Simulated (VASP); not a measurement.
# BaTiO3 (R3m) in VASP: notebook, part 2 of 2

VASP 6.6.1. The steps go on from the part before.

**4. Single point, PBE**

This run uses another cell than the first one, of 13.38 Å³/atom, 1.064 times its volume.

Contents of INCAR:

```
ALGO = Normal
EDIFF = 1E-6
ENCUT = 520
GGA = PE
ISIF = 2
ISMEAR = 0
LASPH = True
LCHARG = True
LELF = True
LREAL = False
LVHAR = True
LWAVE = False
NBANDS = 28
NELM = 60
PREC = Accurate
SIGMA = 0.01
```

Contents of KPOINTS:

```
k-points
0
Gamma
  6 6 6
```

Contents of POSCAR:

```
BaTiO3
1.0
    2.8631887869      1.6530628169      2.3565004758
   -2.8631887869      1.6530628169      2.3565004758
    0.0000000000     -3.3061256338      2.3565004757
Ba Ti O
1 1 3
Direct
   -0.0054008912     -0.0054008912     -0.0054008912
    0.4803547845      0.4803547845      0.4803547845
    0.5112004268      0.5112004268      0.0218452530
    0.0218452530      0.5112004268      0.5112004268
    0.5112004268      0.0218452530      0.5112004268
```

Potentials or basis: VASP PAW PBE potentials, release 64 (Ba_sv, Ti_sv, O).

Launch:

```sh
> cat potpaw_PBE.64/Ba_sv/POTCAR potpaw_PBE.64/Ti_sv/POTCAR potpaw_PBE.64/O/POTCAR > POTCAR
> mpirun -np 1 vasp_std > vasp.out
```

OUTCAR:

```text
EDIFF = 1E-6
   ENCUT = 520
   GGA = PE
   ISIF = 2
   ISMEAR = 0
   LASPH = True
   LREAL = False
   NELM = 60
   PREC = Accurate

 ion  position               nearest neighbor table
   1  0.995  0.995  0.995-   4 2.78   5 2.78   3 2.78   3 2.87   3 2.87   5 2.87   4 2.87   4 2.87
                             5 2.87   4 2.98   5 2.98   3 2.98   2 3.43   2 3.48   2 3.48   2 3.48
   2  0.480  0.480  0.480-   4 1.87   5 1.87   3 1.87   3 2.21   4 2.21   5 2.21   1 3.43   1 3.48
                             1 3.48   1 3.48   1 3.54   1 3.54   1 3.54   1 3.64
   3  0.511  0.511  0.022-   2 1.87   2 2.21   1 2.78   1 2.87   1 2.87   1 2.98
   4  0.022  0.511  0.511-   2 1.87   2 2.21   1 2.78   1 2.87   1 2.87   1 2.98
   5  0.511  0.022  0.511-   2 1.87   2 2.21   1 2.78   1 2.87   1 2.87   1 2.98

  LATTYP: Found a trigonal (rhomboedric) cell.
 ALAT       =     4.0599952215
 COS(alpha) =     0.0053302280

  Lattice vectors:

 A1 = (   2.8631887869,   1.6530628169,   2.3565004758)
 A2 = (  -2.8631887869,   1.6530628169,   2.3565004758)
 A3 = (   0.0000000000,  -3.3061256338,   2.3565004757)

Analysis of symmetry for initial positions (statically):
=====================================================================
 Subroutine PRICEL returns:
 Original cell was already a primitive cell.

 Routine SETGRP: Setting up the symmetry group for a
 trigonal (rhombohedral) supercell.

 Subroutine GETGRP returns: Found  6 space group operations
 (whereof  6 operations were pure point group operations)
 out of a pool of 12 trial point group operations.

The static configuration has the point symmetry C_3v.

Analysis of symmetry for dynamics (positions and initial velocities):
=====================================================================
 Subroutine PRICEL returns:
 Original cell was already a primitive cell.

 Routine SETGRP: Setting up the symmetry group for a
 trigonal (rhombohedral) supercell.

 Subroutine GETGRP returns: Found  6 space group operations
 (whereof  6 operations were pure point group operations)
 out of a pool of 12 trial point group operations.

The dynamic configuration has the point symmetry C_3v.

 Subroutine INISYM returns: Found  6 space group operations
 (whereof  6 operations are pure point group operations),
 and found     1 'primitive' translations

----------------------------------------------------------------------------------------

                                     Primitive cell

  volume of cell :      66.9203

  direct lattice vectors                    reciprocal lattice vectors
     2.863188787  1.653062817  2.356500476     0.174630469  0.100822948  0.141452691
    -2.863188787  1.653062817  2.356500476    -0.174630469  0.100822948  0.141452691
     0.000000000 -3.306125634  2.356500476     0.000000000 -0.201645896  0.141452691

  length of vectors
     4.059995221  4.059995221  4.059995221     0.246312670  0.246312670  0.246312670

  position of ions in fractional coordinates (direct lattice)
     0.994599109  0.994599109  0.994599109
     0.480354785  0.480354785  0.480354785
     0.511200427  0.511200427  0.021845253
     0.021845253  0.511200427  0.511200427
     0.511200427  0.021845253  0.511200427

  ion indices of the primitive-cell ions
[... 33 lines left out ...]
 Following reciprocal coordinates:
            Coordinates               Weight
  0.000000  0.000000  0.000000      1.000000
  0.166667 -0.000000  0.000000      6.000000
  0.333333  0.000000  0.000000      6.000000
  0.500000 -0.000000  0.000000      3.000000
  0.166667  0.166667  0.000000      6.000000
  0.333333  0.166667  0.000000     12.000000
[... 16 lines left out ...]
  0.500000  0.500000  0.166667      6.000000
 -0.333333  0.500000  0.166667     12.000000
 [... further k-points ...]
   k-points           NKPTS =     32   k-points in BZ     NKDIM =     32   number of bands    NBANDS=     28
   number of dos      NEDOS =    301   number of ions     NIONS =      5
   total plane-waves  NPLWV =  27000
   dimension x,y,z NGX =    30 NGY =   30 NGZ =   30
   dimension x,y,z NGXF=    60 NGYF=   60 NGZF=   60
   ions per type =               1   1   3
   NGX,Y,Z   is equivalent  to a cutoff of  12.28, 12.28, 12.28 a.u.
   NGXF,Y,Z  is equivalent  to a cutoff of  24.57, 24.57, 24.57 a.u.
 SYSTEM =  unknown system
   PREC   = accura    normal or accurate (medium, high low for compatibility)
   ISTART =      0    job   : 0-new  1-cont  2-samecut
   ICHARG =      2    charge: 1-file 2-atom 10-const
   ISPIN  =      1    spin polarized calculation?
   LNONCOLLINEAR =      F non collinear calculations
   LSORBIT =      F    spin-orbit coupling
   LASPH  =      T    aspherical Exc in radial PAW
   ENCUT  =  520.0 eV  38.22 Ry    6.18 a.u.   7.55  7.55  7.55*2*pi/ulx,y,z
   NELM   =     60;   NELMIN=  2; NELMDL= -5     # of ELM steps
   EDIFF  = 0.1E-05   stopping-criterion for ELM
   LREAL  =      F    real-space projection
   EDIFFG = 0.1E-04   stopping-criterion for IOM
   NSW    =      0    number of steps for IOM
   IBRION =     -1    ionic relax: 0-MD 1-quasi-New 2-CG
   NFREE  =      0    steps in history (QN), initial steepest desc. (CG)
   ISIF   =      2    stress and relaxation
   ISYM   =      2    0-nonsym 1-usesym 2-fastsym
   POTIM  = 0.5000    time-step for ionic-motion
   TEBEG  =    0.0;   TEEND  =   0.0 temperature during run
   PSTRESS=    0.0 pullay stress
   NELECT =      40.0000    total number of electrons
   NUPDOWN=      -1.0000    fix difference up-down
   EMIN   =  10.00;   EMAX   =-10.00  energy-range for DOS
   EFERMI =   0.00;   METHOD = LEGACY
   ISMEAR =     0;   SIGMA  =   0.01  broadening in eV -4-tet -1-fermi 0-gaus
   EFERMI_NEDOS =   21; number of points for ismear=-14 and -15
   IALGO  =     38    algorithm
   IMIX   =      4    mixing-type and parameters
     AMIX     =   0.40;   BMIX     =  1.00
     AMIX_MAG =   1.60;   BMIX_MAG =  1.00
  volume/ion in A,a.u.               =      13.38        90.32
  Fermi-wavevector in a.u.,A,eV,Ry     =   1.379036  2.605999 25.874730  1.901739
  Thomas-Fermi vector in A             =   2.504042
   LORBIT       =      0    0 simple, 1 ext, 2 COOP (PROOUT), +10 PAW based schemes
   GGA     = PE    functional components
   LHFCALC =     F    Hartree Fock is set to
   AEXX    =    0.0000 exact exchange contribution
   IVDW    =     0    specifies the selected vdW correction
   LEPSILON=     F    determine dielectric tensor
   LRPA    =     F    only Hartree local field effects (RPA)
 non-spin polarized calculation
 Gauss-broadening in eV      SIGMA  =   0.01
  energy-cutoff  :      520.00
  volume of cell :       66.92
 maximum number of plane-waves:      1820
   NGX = 15   NGY = 15   NGZ = 15

 number of electron      40.0000015 magnetization

 Free energy of the ion-electron system (eV)
  ---------------------------------------------------
  ext. energy  EPLUGINS =         0.00000000
  ---------------------------------------------------
  free energy    TOTEN  =       -40.05489582 eV

  energy without entropy =      -40.05489582  energy(sigma->0) =      -40.05489582

 E-fermi :   3.4987     XC(G=0): -11.0069

 val. band max:        3.4274416490   @ k =   0.5000   0.5000   0.5000
 cond. band min:       6.0131382599   @ k =   0.0000   0.0000   0.0000
 fundamental gap:      2.5856966108
 Fermi energy:         3.4987372379

 k-point     1 :       0.0000    0.0000    0.0000
  band No.  band energies     occupation
      1     -52.8631      2.00000
      2     -29.1189      2.00000
      3     -29.1168      2.00000
      4     -29.1168      2.00000
      5     -21.4703      2.00000
      6     -13.2785      2.00000
[... 733 lines left out ...]
     27      11.4016      0.00000
     28      11.8584      0.00000

 [... further k-points ...]

------------------------ aborting loop because EDIFF is reached ----------------------------------------

  FORCE on cell =-STRESS in cart. coord.  units (eV):
  Direction    XX          YY          ZZ          XY          YZ          ZX
  --------------------------------------------------------------------------------------
  -------------------------------------------------------------------------------------
  Total        0.6741934      0.6741934      0.6319201      0.0000000      0.0000000      0.0000000
  in kB       16.1412431     16.1412431     15.1291546      0.0000000      0.0000000      0.0000000
  external PRESSURE =      15.8038802 kB  Pullay stress =       0.0000000 kB

 VOLUME and BASIS-vectors are now :
 -----------------------------------------------------------------------------
  energy-cutoff  :      520.00
  volume of cell :       66.92
      direct lattice vectors                 reciprocal lattice vectors
     2.863188787  1.653062817  2.356500476     0.174630469  0.100822948  0.141452691
    -2.863188787  1.653062817  2.356500476    -0.174630469  0.100822948  0.141452691
     0.000000000 -3.306125634  2.356500476     0.000000000 -0.201645896  0.141452691

 POSITION                                       TOTAL-FORCE (eV/Angst)
 -----------------------------------------------------------------------------------
      0.00000      0.00000      7.03132        -0.000000     -0.000000      0.044217
      0.00000      0.00000      3.39587        -0.000000      0.000000      0.089700
      0.00000      1.61787      2.46077        -0.000000      0.033739     -0.044639
     -1.40112     -0.80893      2.46077        -0.029219     -0.016869     -0.044639
      1.40112     -0.80893      2.46077         0.029219     -0.016869     -0.044639
 -----------------------------------------------------------------------------------
    total drift:                               -0.000000      0.000005      0.000193

  FREE ENERGIE OF THE ION-ELECTRON SYSTEM (eV)
  ---------------------------------------------------
  free  energy   TOTEN  =       -40.0548958232 eV

  energy  without entropy=      -40.0548958232  energy(sigma->0) =      -40.05489582
```

OSZICAR:

```text
N       E                     dE             d eps       ncg     rms          rms(c)
DAV:   1     0.433716358125E+03    0.43372E+03   -0.20823E+04  1792   0.155E+03
DAV:   2    -0.366804595495E+01   -0.43738E+03   -0.41689E+03  2040   0.423E+02
DAV:   3    -0.483655560164E+02   -0.44698E+02   -0.44245E+02  2480   0.134E+02
DAV:   4    -0.505581664387E+02   -0.21926E+01   -0.21874E+01  2756   0.254E+01
DAV:   5    -0.506220725865E+02   -0.63906E-01   -0.63897E-01  2436   0.336E+00    0.235E+01
DAV:   6    -0.403453406397E+02    0.10277E+02   -0.56613E+01  2736   0.679E+01    0.104E+01
DAV:   7    -0.402721978094E+02    0.73143E-01   -0.12591E+01  2420   0.265E+01    0.726E+00
DAV:   8    -0.400619843771E+02    0.21021E+00   -0.60314E-01  2172   0.720E+00    0.390E+00
DAV:   9    -0.400896634649E+02   -0.27679E-01   -0.47528E-01  2648   0.628E+00    0.181E+00
DAV:  10    -0.400593198710E+02    0.30344E-01   -0.19314E-01  2144   0.432E+00    0.586E-01
DAV:  11    -0.400552007208E+02    0.41192E-02   -0.24518E-02  2192   0.926E-01    0.206E-01
DAV:  12    -0.400551527282E+02    0.47993E-04   -0.43460E-03  2460   0.593E-01    0.139E-01
DAV:  13    -0.400548846978E+02    0.26803E-03   -0.10248E-03  2292   0.328E-01    0.113E-02
DAV:  14    -0.400548965429E+02   -0.11845E-04   -0.51842E-05  2576   0.489E-02    0.101E-02
DAV:  15    -0.400548968912E+02   -0.34839E-06   -0.14245E-05  2468   0.336E-02    0.809E-03
DAV:  16    -0.400548957703E+02    0.11209E-05   -0.32719E-06  1516   0.195E-02    0.113E-03
DAV:  17    -0.400548958232E+02   -0.52858E-07   -0.31950E-07  1172   0.372E-03
   1 F= -.40054896E+02 E0= -.40054896E+02  d E =-.219542E-26
```

stdout:

```text
POSCAR found type information on POSCAR BaTiO
 POSCAR found :  3 types and       5 ions
 scaLAPACK will be used
 LDA part: xc-table for (Slater+PW92), standard interpolation
 POSCAR, INCAR and KPOINTS ok, starting setup
 FFT: planning ... GRIDC
 FFT: planning ... GRID_SOFT
 FFT: planning ... GRID
 WAVECAR not read
 entering main loop
```

Wall time 33 s (1 thread of Intel Xeon 6975P-C (Granite Rapids), shared host); peak memory 0.2 GiB.

Results:

```yaml
Free_energy: -40.0549 eV
Pressure: 1.6 GPa
Largest_force: 0.090 eV/Å
Band_gap_on_the_k_mesh: 2.59 eV, indirect (least direct gap 3.13 eV)
```

Forces in eV/Å, atoms in the order of the input:
```
Ba   0.000  0.000  0.044
Ti   0.000  0.000  0.090
O    0.000  0.034 -0.045
O   -0.029 -0.017 -0.045
O    0.029 -0.017 -0.045
```

Levels at points of the mesh, in eV from the valence-band top:
```
           k point  band 18  band 19  band 20  band 21  band 22  band 23
(0.00, 0.00, 0.00)    -0.69    -0.54    -0.54     2.59     2.59     2.76
(0.50, 0.00, 0.00)    -1.52    -1.05    -0.88     2.74     3.72     3.88
(0.50, 0.50, 0.00)    -0.92    -0.84    -0.09     3.81     3.83     4.13
(0.50, 0.50, 0.50)    -0.03    -0.03     0.00     4.16     4.38     4.38
```

Caveat: spin-orbit coupling is left out, which moves the levels of the heavy elements.

**5. Single point, PBE (volume changed by +3%)**

Contents of INCAR:

```
SYSTEM = BaTiO3
ALGO     = Normal         ! electronic algorithm
EDIFF    = 1E-6           ! SCF threshold, eV
ENCUT    = 520            ! plane-wave cutoff, eV
GGA      = PE             ! functional
ISIF     = 2              ! what is computed and relaxed
ISMEAR   = 0              ! smearing method
LASPH    = .True.         ! aspherical terms in the spheres
LCHARG   = .True.         ! write CHGCAR
LELF     = .True.         ! ELF
LREAL    = .False.        ! projectors in reciprocal space
LVHAR    = .True.       
LWAVE    = .False.        ! write WAVECAR
NBANDS   = 28             ! bands
NELM     = 60             ! most SCF steps
PREC     = Accurate       ! precision mode
SIGMA    = 0.01           ! smearing width, eV
```

Contents of KPOINTS:

```
k-points
0
Gamma
  6 6 6
  0 0 0
```

Edit POSCAR of step 4 so:

```diff
@@ -2,5 +2,5 @@
 1.0
-    2.8631887869      1.6530628169      2.3565004758
-   -2.8631887869      1.6530628169      2.3565004758
-    0.0000000000     -3.3061256338      2.3565004757
+    2.8915390345      1.6694308399      2.3798336811
+   -2.8915390345      1.6694308399      2.3798336811
+    0.0000000000     -3.3388616799      2.3798336811
 Ba Ti O
```

Launch:

```sh
> cat potpaw_PBE.64/Ba_sv/POTCAR potpaw_PBE.64/Ti_sv/POTCAR potpaw_PBE.64/O/POTCAR > POTCAR
> mpirun -np 1 vasp_std > vasp.out
```

Wall time 32 s (1 thread of Intel Xeon 6975P-C (Granite Rapids), shared host); peak memory 0.21 GiB.

It converged, with:

* Free energy: -40.0484 eV
* Pressure: -2.8 GPa
* Largest force: 0.260 eV/Å
* Band gap on the k mesh: 2.50 eV, indirect (least direct gap 3.06 eV)

Forces in eV/Å, atoms in the order of the input:
```
Ba   0.000  0.000  0.009
Ti   0.000  0.000 -0.260
O    0.000 -0.184  0.084
O    0.160  0.092  0.084
O   -0.160  0.092  0.084
```

Stress tensor (GPa, compression positive):
```
-2.96  0.00  0.00
 0.00 -2.96  0.00
 0.00  0.00 -2.61
```

Levels at points of the mesh, in eV from the valence-band top:
| k point | band 18 | band 19 | band 20 | band 21 | band 22 | band 23 |
| --- | --- | --- | --- | --- | --- | --- |
| (0.00, 0.00, 0.00) | -0.69 | -0.55 | -0.55 | 2.50 | 2.50 | 2.67 |
| (0.50, 0.00, 0.00) | -1.49 | -1.04 | -0.88 | 2.64 | 3.57 | 3.72 |
| (0.50, 0.50, 0.00) | -0.92 | -0.85 | -0.09 | 3.66 | 3.67 | 3.96 |
| (0.50, 0.50, 0.50) | -0.03 | -0.03 | 0.00 | 3.98 | 4.20 | 4.20 |

Caveat: the cell differs from its parent crystal (volume changed by +3%); spin-orbit coupling is left out, which moves the levels of the heavy elements. A k mesh can miss the band edges.

**6. Single point, PBE (volume changed by +6%)**

Contents of INCAR:

```
PREC = Accurate
ENCUT = 520
EDIFF = 1E-7
ISMEAR = 0
SIGMA = 0.01
LREAL = F
LASPH = T
NELM = 80
ALGO = Normal
ISIF = 2
LWAVE = F
LCHARG = F
GGA = PE
NBANDS = 28
```

Contents of KPOINTS:

```
regular mesh
0
Gamma
  6 6 6
```

Edit POSCAR of step 5 so:

```diff
@@ -2,5 +2,5 @@
 1.0
-    2.8915390345      1.6694308399      2.3798336811
-   -2.8915390345      1.6694308399      2.3798336811
-    0.0000000000     -3.3388616799      2.3798336811
+    2.9193440002      1.6854840443      2.4027181011
+   -2.9193440002      1.6854840443      2.4027181011
+    0.0000000000     -3.3709680887      2.4027181011
 Ba Ti O
```

Potentials or basis: VASP PAW PBE potentials, release 64 (Ba_sv, Ti_sv, O).

Launch:

```sh
> cat potpaw_PBE.64/Ba_sv/POTCAR potpaw_PBE.64/Ti_sv/POTCAR potpaw_PBE.64/O/POTCAR > POTCAR
> mpirun -np 1 vasp_std > vasp.out
```

It took 27 s on 1 thread of Intel Xeon 6975P-C (Granite Rapids), shared host; peak memory 0.21 GiB.

The run converged. Its results:

```yaml
Free_energy: -39.9906 eV
Pressure: -6.6 GPa
Largest_force: 0.579 eV/Å
Band_gap_on_the_k_mesh: 2.42 eV, indirect (least direct gap 2.99 eV)
```

Forces in eV/Å, atoms in the order of the input:
```
Ba   0.000  0.000 -0.023
Ti   0.000  0.000 -0.579
O    0.000 -0.381  0.200
O    0.330  0.190  0.200
O   -0.330  0.190  0.200
```

Stress tensor (GPa, compression positive):
```
-6.84  0.00  0.00
 0.00 -6.84  0.00
 0.00  0.00 -6.10
```

Levels at points of the mesh, in eV from the valence-band top:
```
           k point  band 17  band 18  band 19  band 20  band 21  band 22  band 23  band 24
(0.00, 0.00, 0.00)    -0.90    -0.69    -0.57    -0.57     2.42     2.42     2.57     4.09
(0.50, 0.00, 0.00)    -1.52    -1.46    -1.02    -0.87     2.55     3.43     3.57     4.06
(0.50, 0.50, 0.00)    -1.60    -0.93    -0.85    -0.08     3.51     3.53     3.81     4.45
(0.50, 0.50, 0.50)    -2.32    -0.03    -0.03     0.00     3.82     4.03     4.03     6.09
```

Caveat: the cell differs from its parent crystal (volume changed by +6%); spin-orbit coupling is left out, which moves the levels of the heavy elements. A k mesh can miss the band edges.

**7. The runs side by side**

```csv
cell,gap on the mesh (eV),pressure (GPa),largest force (eV/Å)
"a = 3.977 Å, angles 89.7°, 5 atoms",2.76,12.9,0.90
"a = 4.019 Å, angles 89.7°, 5 atoms",2.67,6.8,0.47
"a = 4.060 Å, angles 89.7°, 5 atoms",2.59,1.6,0.09
"a = 4.100 Å, angles 89.7°, 5 atoms",2.50,-2.8,0.26
"a = 4.140 Å, angles 89.7°, 5 atoms",2.42,-6.6,0.58
```

Alike in all rows: task single point; level PBE; potentials or basis VASP PAW PBE potentials, release 64 (Ba_sv, Ti_sv, O); no spin polarisation; k mesh 6 × 6 × 6; cutoff (eV) 520; smearing gaussian 0.01 eV.

Caveats: spin-orbit coupling is left out, which moves the levels of the heavy elements.

Total energies depend on the potentials used, so only differences within one code and one set of settings carry meaning.
